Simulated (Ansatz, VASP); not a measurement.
BaTiO3: VASP beside Ansatz

INCAR

```
SYSTEM = BaTiO3
PREC = Accurate
ENCUT = 520
EDIFF = 1E-8
ISMEAR = -1
SIGMA = 0.08
LREAL = .False.
LASPH = .True.
NELM = 80
ALGO = Normal
ISIF = 2
LWAVE = .False.
LCHARG = .False.
GGA = PE
LEFG = .True.
NBANDS = 28
```

Contents of KPOINTS:

```
Automatic mesh
0
Gamma
  7 7 7
  0 0 0
```

File POSCAR:

```
BaTiO3
1.0
    3.9998000000      0.0000000000      0.0000000000
    0.0000000000      3.9998000000      0.0000000000
    0.0000000000      0.0000000000      3.9376400000
Ba Ti O
1 1 3
Direct
    0.0000000000      0.0000000000      0.0000000000
    0.5000000000      0.5000000000      0.4820000000
    0.5000000000      0.5000000000      0.0160000000
    0.5000000000      0.0000000000      0.5150000000
    0.0000000000      0.5000000000      0.5150000000
```

Input for Ansatz:

```yaml
crystal:
  lattice:
    - [3.9998, 0.0, 0.0]
    - [0.0, 3.9998, 0.0]
    - [0.0, 0.0, 3.93764]
  atoms:
    - { symbol: Ba, position: [0.0, 0.0, 0.0] }
    - { symbol: Ti, position: [0.5, 0.5, 0.482] }
    - { symbol: O, position: [0.5, 0.5, 0.016] }
    - { symbol: O, position: [0.5, 0.0, 0.515] }
    - { symbol: O, position: [0.0, 0.5, 0.515] }
kpoints:
  mp_grid: { grid: [7, 7, 7] }
scf:
  occupations: { method: fermi_dirac, width: 0.08 }
hamiltonian:
  xc: pbe
  pseudopotentials: { kind: all_electron, datasets: crystal }
output:
  forces: true
  stress: true
  eigenvalues: true
  efg: { contact_densities: true }
```

Change from the starting cell: zz strain of -2 %, crystal datasets.

Alike in both runs: task electric field gradients; functional PBE; k mesh 7 × 7 × 7; occupations fermi-dirac, width 0.08 eV; no spin polarisation.

|  | VASP | Ansatz |
| --- | --- | --- |
| version | VASP 6.6.1 | Ansatz 0.2.0 |
| potentials or method | VASP PAW PBE potentials, release 64 (Ba_sv, Ti_sv, O), cutoff 520 eV | all-electron PAW with datasets made for the crystal, scalar-relativistic |

VASP gave:

```
pressure (GPa)                                                : 8.4
traceless stress, the component that is largest in VASP (GPa) : 4.20
rms of the force components (eV/Å)                            : 0.125
size of Vzz on the site where it differs most (V/Å²)          : 8.5
```

Q: Which values does Ansatz return?

A: Pressure (GPa): 6.5; traceless stress, the component that is largest in VASP (GPa): 4.03; rms of the force components (eV/Å): 0.109; size of Vzz on the site where it differs most (V/Å²): 9.1.

Atom by atom the forces differ by 0.024 eV/Å (rms over components). Ansatz ran all-electron here, and VASP with PAW potentials.

Neither program's run includes spin-orbit coupling.
